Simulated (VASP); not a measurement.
# Hg in VASP: a series of runs

Hg is run at these levels: PBE; tasks: single point.

Program: VASP 6.6.1. These are calculated values, not measurements. Logs are shortened: lines on timing, memory, paths and dates and some standing lists are left out, and cuts for length are marked.

## 1. The cell of the first run

It takes space group R-3m (No. 166, trigonal). The conventional cell has a = 3.558 Å, b = 3.558 Å, c = 6.993 Å, α = 90.00°, β = 90.00°, γ = 120.00°. Hg (site symmetry -3m) has 12 Hg at 3.11 to 3.56 Å within 4.1 Å.

## 2. Single point, PBE (strained)

INCAR reads:

```
  PREC = Accurate
  ENCUT = 520
  EDIFF = 1E-7
  ISMEAR = 0
  SIGMA = 0.1
  LREAL = False
  LASPH = True
  NELM = 80
  ALGO = Normal
  ISIF = 2
  LWAVE = False
  LCHARG = False
  GGA = PE
  NBANDS = 12
```

KPOINTS reads:

```
regular mesh
0
Gamma
  15 15 15
```

POSCAR reads:

```
Hg
1.0
    1.7792016682      1.0272225621      2.3310449600
   -1.7792016682      1.0272225621      2.3310449600
    0.0000000000     -2.0544451242      2.3310449600
Hg
1
Direct
    0.0000000000      0.0000000000      0.0000000000
```

Potentials or basis: VASP PAW PBE potentials, release 64 (Hg).

Launch:

```console
$ cat potpaw_PBE.64/Hg/POTCAR > POTCAR
$ mpirun -np 1 vasp_std > vasp.out
```

OUTCAR:

```text
PREC = Accurate
   ENCUT = 520
   EDIFF = 1E-7
   ISMEAR = 0
   LREAL = False
   LASPH = True
   NELM = 80
   ISIF = 2
   GGA = PE

 ion  position               nearest neighbor table
   1  0.000  0.000  0.000-

  LATTYP: Found a trigonal (rhomboedric) cell.
 ALAT       =     3.1071716035
 COS(alpha) =     0.3442325267

  Lattice vectors:

 A1 = (   1.7792016682,   1.0272225621,   2.3310449600)
 A2 = (  -1.7792016682,   1.0272225621,   2.3310449600)
 A3 = (   0.0000000000,  -2.0544451242,   2.3310449600)

Analysis of symmetry for initial positions (statically):
=====================================================================
 Subroutine PRICEL returns:
 Original cell was already a primitive cell.

 Routine SETGRP: Setting up the symmetry group for a
 trigonal (rhombohedral) supercell.

 Subroutine GETGRP returns: Found 12 space group operations
 (whereof 12 operations were pure point group operations)
 out of a pool of 12 trial point group operations.

The static configuration has the point symmetry D_3d.

Analysis of symmetry for dynamics (positions and initial velocities):
=====================================================================
 Subroutine PRICEL returns:
 Original cell was already a primitive cell.

 Routine SETGRP: Setting up the symmetry group for a
 trigonal (rhombohedral) supercell.

 Subroutine GETGRP returns: Found 12 space group operations
 (whereof 12 operations were pure point group operations)
 out of a pool of 12 trial point group operations.

The dynamic configuration has the point symmetry D_3d.

 Subroutine INISYM returns: Found 12 space group operations
 (whereof 12 operations are pure point group operations),
 and found     1 'primitive' translations

----------------------------------------------------------------------------------------

                                     Primitive cell

  volume of cell :      25.5618

  direct lattice vectors                    reciprocal lattice vectors
     1.779201668  1.027222562  2.331044960     0.281024916  0.162249811  0.142997385
    -1.779201668  1.027222562  2.331044960    -0.281024916  0.162249811  0.142997385
     0.000000000 -2.054445124  2.331044960     0.000000000 -0.324499622  0.142997385

  length of vectors
     3.107171604  3.107171604  3.107171604     0.354610007  0.354610007  0.354610007

  position of ions in fractional coordinates (direct lattice)
     0.000000000  0.000000000  0.000000000

  ion indices of the primitive-cell ions
[... 75 lines left out ...]
   LREAL  =      F    real-space projection
   EDIFFG = 0.1E-05   stopping-criterion for IOM
   NSW    =      0    number of steps for IOM
   IBRION =     -1    ionic relax: 0-MD 1-quasi-New 2-CG
   NFREE  =      0    steps in history (QN), initial steepest desc. (CG)
   ISIF   =      2    stress and relaxation
   ISYM   =      2    0-nonsym 1-usesym 2-fastsym
   POTIM  = 0.5000    time-step for ionic-motion
   TEBEG  =    0.0;   TEEND  =   0.0 temperature during run
   PSTRESS=    0.0 pullay stress
   NELECT =      12.0000    total number of electrons
   NUPDOWN=      -1.0000    fix difference up-down
   EMIN   =  10.00;   EMAX   =-10.00  energy-range for DOS
   EFERMI =   0.00;   METHOD = LEGACY
   ISMEAR =     0;   SIGMA  =   0.10  broadening in eV -4-tet -1-fermi 0-gaus
   EFERMI_NEDOS =   21; number of points for ismear=-14 and -15
   IALGO  =     38    algorithm
   IMIX   =      4    mixing-type and parameters
     AMIX     =   0.40;   BMIX     =  1.00
     AMIX_MAG =   1.60;   BMIX_MAG =  1.00
  volume/ion in A,a.u.               =      25.56       172.50
  Fermi-wavevector in a.u.,A,eV,Ry     =   1.272344  2.404382 22.025933  1.618860
  Thomas-Fermi vector in A             =   2.405228
   LORBIT       =      0    0 simple, 1 ext, 2 COOP (PROOUT), +10 PAW based schemes
   GGA     = PE    functional components
   LHFCALC =     F    Hartree Fock is set to
   AEXX    =    0.0000 exact exchange contribution
   IVDW    =     0    specifies the selected vdW correction
   LEPSILON=     F    determine dielectric tensor
   LRPA    =     F    only Hartree local field effects (RPA)
 non-spin polarized calculation
 Gauss-broadening in eV      SIGMA  =   0.10
  energy-cutoff  :      520.00
  volume of cell :       25.56
 maximum number of plane-waves:       710
   NGX = 11   NGY = 11   NGZ = 11

 number of electron      11.9999998 magnetization

 Free energy of the ion-electron system (eV)
  ---------------------------------------------------
  ext. energy  EPLUGINS =         0.00000000
  ---------------------------------------------------
  free energy    TOTEN  =        -0.13640490 eV

  energy without entropy =       -0.13423834  energy(sigma->0) =       -0.13532162

 E-fermi :   2.1660     XC(G=0): -10.4047

 val. band max:        2.1641115294   @ k =  -0.4000   0.4667   0.2667
 cond. band min:       2.1759719238   @ k =  -0.4000   0.2000   0.0667
 fundamental gap:      0.0118603944
 Fermi energy:         2.1659852177

 k-point     1 :       0.0000    0.0000    0.0000
  band No.  band energies     occupation
      1      -6.3552      2.00000
      2      -5.1496      2.00000
      3      -5.1496      2.00000
      4      -4.1329      2.00000
      5      -3.9830      2.00000
      6      -3.9830      2.00000
      7      14.1707      0.00000
      8      14.2458      0.00000
      9      14.2458      0.00000
     10      18.4466      0.00000
     11      19.6228      0.00000
     12      19.6228      0.00000
[... 331 lines left out ...]
 k-point    24 :       0.2000    0.1333   -0.0000
  band No.  band energies     occupation
      1      -5.5589      2.00000
      2      -5.0415      2.00000
      3      -4.7494      2.00000
      4      -4.2663      2.00000
      5      -4.0575      2.00000
      6      -3.9541      2.00000
      7      10.3742      0.00000
      8      13.2150      0.00000
      9      13.9508      0.00000
     10      17.0810      0.00000
     11      19.5219      0.00000
     12      21.0445      0.00000

 [... further k-points ...]
[... 5 lines left out ...]
  --------------------------------------------------------------------------------------
  -------------------------------------------------------------------------------------
  Total        0.3490938      0.3490938      0.2602197      0.0000000      0.0000000      0.0000000
  in kB       21.8806946     21.8806946     16.3101966      0.0000000      0.0000000      0.0000000
  external PRESSURE =      20.0238619 kB  Pullay stress =       0.0000000 kB

 VOLUME and BASIS-vectors are now :
 -----------------------------------------------------------------------------
  energy-cutoff  :      520.00
  volume of cell :       25.56
      direct lattice vectors                 reciprocal lattice vectors
     1.779201668  1.027222562  2.331044960     0.281024916  0.162249811  0.142997385
    -1.779201668  1.027222562  2.331044960    -0.281024916  0.162249811  0.142997385
     0.000000000 -2.054445124  2.331044960     0.000000000 -0.324499622  0.142997385

 POSITION                                       TOTAL-FORCE (eV/Angst)
 -----------------------------------------------------------------------------------
      0.00000      0.00000      0.00000        -0.000000      0.000000      0.000000
 -----------------------------------------------------------------------------------
    total drift:                                0.000000     -0.000000      0.000000

  FREE ENERGIE OF THE ION-ELECTRON SYSTEM (eV)
  ---------------------------------------------------
  free  energy   TOTEN  =        -0.1364049037 eV

  energy  without entropy=       -0.1342383431  energy(sigma->0) =       -0.13532162
```

OSZICAR:

```text
N       E                     dE             d eps       ncg     rms          rms(c)
DAV:   1     0.724792024591E+02    0.72479E+02   -0.65289E+03  8736   0.948E+02
DAV:   2     0.107560919458E+01   -0.71404E+02   -0.66973E+02  8972   0.224E+02
DAV:   3    -0.163757207147E+00   -0.12394E+01   -0.12385E+01  9956   0.330E+01
DAV:   4    -0.164955439899E+00   -0.11982E-02   -0.11982E-02  9088   0.107E+00
DAV:   5    -0.164957243483E+00   -0.18036E-05   -0.18036E-05  9956   0.397E-02    0.310E+00
DAV:   6    -0.137643637647E+00    0.27314E-01   -0.70092E-02  9812   0.302E+00    0.236E+00
DAV:   7    -0.136206509939E+00    0.14371E-02   -0.99771E-03  9792   0.992E-01    0.106E+00
DAV:   8    -0.136371146290E+00   -0.16464E-03   -0.11081E-03  8688   0.406E-01    0.420E-02
DAV:   9    -0.136396769702E+00   -0.25623E-04   -0.12950E-05  9692   0.346E-02    0.154E-02
DAV:  10    -0.136404976706E+00   -0.82070E-05   -0.83461E-06  8676   0.282E-02    0.103E-03
DAV:  11    -0.136404903686E+00    0.73021E-07   -0.51472E-08  9516   0.171E-03
   1 F= -.13640490E+00 E0= -.13532162E+00  d E =-.216656E-02
```

Wall time 20 s (1 thread of Intel Xeon 6975P-C (Granite Rapids), shared host); peak memory 0.21 GiB.

What came out:

| Property | Result |
| --- | --- |
| Free energy | -0.1364 eV |
| Pressure | 2.0 GPa |
| Band gap on the k mesh | zero (band 6 reaches 2.95 eV, above the bottom of band 7 at 0.82 eV) |

Stress tensor (GPa, compression positive):
```
2.19 0.00 0.00
0.00 2.19 0.00
0.00 0.00 1.63
```

Caveat: the cell differs from its parent crystal (strained); spin-orbit coupling is left out, which moves the levels of the heavy elements.

## 3. Single point, PBE (strained)

INCAR reads:

```
SYSTEM = Hg
  ALGO = Fast
  EDIFF = 1E-7
  ENCUT = 520
  GGA = PE
  ISIF = 2
  ISMEAR = 0
  LASPH = .TRUE.
  LCHARG = .FALSE.
  LREAL = .FALSE.
  LWAVE = .FALSE.
  NBANDS = 12
  NELM = 60
  PREC = Accurate
  SIGMA = 0.1
```

KPOINTS reads:

```
k-points
0
G
  14 14 14
  0 0 0
```

POSCAR reads:

```
Hg
1.0
    1.6796055420      0.9571790991      2.1768967777
   -1.6796055420      0.9571790991      2.1768967777
    0.0000000000     -1.9813781980      2.2068612646
Hg
1
Direct
    0.0000000000      0.0000000000      0.0000000000
```

Potentials or basis: VASP PAW PBE potentials, release 64 (Hg).

Launch:

```console
$ cat potpaw_PBE.64/Hg/POTCAR > POTCAR
$ mpirun -np 1 vasp_std > vasp.out
```

OUTCAR:

```text
SYSTEM = Hg
   EDIFF = 1E-7
   ENCUT = 520
   GGA = PE
   ISIF = 2
   ISMEAR = 0
   LASPH = .TRUE.
   LREAL = .FALSE.
   NELM = 60
   PREC = Accurate

 ion  position               nearest neighbor table
   1  0.000  0.000  0.000-

  LATTYP: Found a base centered monoclinic cell.
 ALAT       =     4.7560788086
 B/A-ratio  =     0.7062984486
 C/A-ratio  =     0.6235854065
 COS(beta)  =    -0.4122559670

  Lattice vectors:

 A1 = (  -1.6796055420,  -0.9571790991,  -2.1768967777)
 A2 = (   1.6796055420,  -0.9571790991,  -2.1768967777)
 A3 = (   0.0000000000,  -1.9813781980,   2.2068612646)

Analysis of symmetry for initial positions (statically):
=====================================================================
 Subroutine PRICEL returns:
 Original cell was already a primitive cell.

 Routine SETGRP: Setting up the symmetry group for a
 base centered monoclinic supercell.

 Subroutine GETGRP returns: Found  4 space group operations
 (whereof  4 operations were pure point group operations)
 out of a pool of  4 trial point group operations.

[... 161 lines left out ...]

 E-fermi :   3.6626     XC(G=0): -11.3373

 val. band max:        3.6603768465   @ k =  -0.3571   0.5000   0.1429
 cond. band min:       3.6671782051   @ k =  -0.2857   0.4286   0.2857
 fundamental gap:      0.0068013585
 Fermi energy:         3.6625975547

 k-point     1 :       0.0000    0.0000    0.0000
  band No.  band energies     occupation
      1      -6.3838      2.00000
      2      -4.5819      2.00000
      3      -4.5266      2.00000
      4      -3.0735      2.00000
      5      -2.8829      2.00000
      6      -2.8493      2.00000
      7      15.8732      0.00000
      8      16.6814      0.00000
      9      17.0817      0.00000
     10      21.4748      0.00000
     11      22.7563      0.00000
     12      23.1473      0.00000
[... 331 lines left out ...]
 k-point    24 :       0.2857    0.1429    0.0000
  band No.  band energies     occupation
      1      -4.9754      2.00000
      2      -4.3029      2.00000
      3      -3.8658      2.00000
      4      -3.0261      2.00000
      5      -2.8911      2.00000
      6      -2.7947      2.00000
      7       9.8543      0.00000
      8      15.4013      0.00000
      9      17.5029      0.00000
     10      18.3716      0.00000
     11      21.6908      0.00000
     12      23.7739      0.00000

 [... further k-points ...]
[... 5 lines left out ...]
  --------------------------------------------------------------------------------------
  -------------------------------------------------------------------------------------
  Total        1.5270688      1.4686066      1.8575854      0.0000000      0.1000940      0.0000000
  in kB      113.3488322    109.0093887    137.8818854      0.0000000      7.4296212      0.0000000
  external PRESSURE =     120.0800354 kB  Pullay stress =       0.0000000 kB

 VOLUME and BASIS-vectors are now :
 -----------------------------------------------------------------------------
  energy-cutoff  :      520.00
  volume of cell :       21.59
      direct lattice vectors                 reciprocal lattice vectors
     1.679605542  0.957179099  2.176896778     0.297688944  0.171723678  0.154178043
    -1.679605542  0.957179099  2.176896778    -0.297688944  0.171723678  0.154178043
     0.000000000 -1.981378198  2.206861265     0.000000000 -0.338784070  0.148962980

 POSITION                                       TOTAL-FORCE (eV/Angst)
 -----------------------------------------------------------------------------------
      0.00000      0.00000      0.00000         0.000000      0.000000     -0.000000
 -----------------------------------------------------------------------------------
    total drift:                                0.000000     -0.000000      0.000000

  FREE ENERGIE OF THE ION-ELECTRON SYSTEM (eV)
  ---------------------------------------------------
  free  energy   TOTEN  =         0.0111952862 eV

  energy  without entropy=        0.0126198166  energy(sigma->0) =        0.01190755
```

OSZICAR:

```text
N       E                     dE             d eps       ncg     rms          rms(c)
DAV:   1     0.742591803128E+02    0.74259E+02   -0.67242E+03 18864   0.979E+02
DAV:   2     0.116980914508E+01   -0.73089E+02   -0.68712E+02 19532   0.233E+02
DAV:   3    -0.339110396978E-01   -0.12037E+01   -0.12029E+01 21300   0.331E+01
DAV:   4    -0.350193600452E-01   -0.11083E-02   -0.11083E-02 19744   0.104E+00
DAV:   5    -0.350207589943E-01   -0.13989E-05   -0.13991E-05 21212   0.356E-02    0.541E+00
RMM:   6     0.690286559620E-02    0.41924E-01   -0.60279E-02 18137   0.246E+00    0.379E+00
RMM:   7     0.109196967746E-01    0.40168E-02   -0.11430E-02 19361   0.958E-01    0.131E+00
RMM:   8     0.112207848708E-01    0.30109E-03   -0.14994E-03 19891   0.521E-01    0.730E-02
RMM:   9     0.112041785842E-01   -0.16606E-04   -0.59152E-05 20684   0.909E-02    0.389E-02
RMM:  10     0.111950063751E-01   -0.91722E-05   -0.17330E-05 20156   0.562E-02    0.662E-03
RMM:  11     0.111953329358E-01    0.32656E-06   -0.20130E-06 20882   0.147E-02    0.174E-03
RMM:  12     0.111952861630E-01   -0.46773E-07   -0.16005E-07 15131   0.523E-03
   1 F= 0.11195286E-01 E0= 0.11907551E-01  d E =-.142453E-02
```

Run time: 47 s. Hardware: 1 thread of Intel Xeon 6975P-C (Granite Rapids), shared host; peak memory 0.29 GiB.

Results:

| Property | Result |
| --- | --- |
| Free energy | 0.0112 eV |
| Pressure | 12.0 GPa |
| Band gap on the k mesh | zero (band 6 reaches 5.16 eV, above the bottom of band 7 at 1.31 eV) |

Stress tensor (GPa, compression positive):
```
11.33  0.00  0.00
 0.00 10.90  0.74
 0.00  0.74 13.79
```

Caveat: the cell differs from its parent crystal (strained); spin-orbit coupling is left out, which moves the levels of the heavy elements.

(Part 1 of 2 ends here.)
